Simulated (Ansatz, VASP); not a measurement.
## SiC in VASP and in Ansatz

```
Si C
1.0
     5.09220    0.00000    0.00000
     0.00000    5.09220    0.00000
     0.00000    0.00000    3.00755
Si C
4 4
Direct
  0.68236 0.68236 0.00000
  0.81764 0.18236 0.50000
  0.31764 0.31764 0.00000
  0.18236 0.81764 0.50000
  0.81764 0.81764 0.50000
  0.68236 0.31764 0.00000
  0.18236 0.18236 0.50000
  0.31764 0.68236 0.00000
```

Alike in both runs: task single point; functional PBE; k mesh 4 × 4 × 6; occupations gaussian, width 0.1 eV; no spin polarisation.

|  | VASP | Ansatz |
| --- | --- | --- |
| version | VASP 6.6.1 | Ansatz 0.2.0 |
| potentials or method | VASP PAW PBE potentials, release 64 (Si, C), cutoff 520 eV | scalar-relativistic, plane waves, PAW |
| valence electrons in the cell | 32 | 32 |

|  | VASP | Ansatz | Ansatz less VASP |
| --- | --- | --- | --- |
| gap on the k mesh at the Fermi level (eV) | 2.19 | 2.19 | +0.003 |
| least direct gap on the mesh (eV) | 2.60 | 2.61 | +0.007 |
| rms of the force components (eV/Å) | 0.392 | 0.391 | -0.0010 |

Atom by atom the forces differ by 0.002 eV/Å (rms over components).
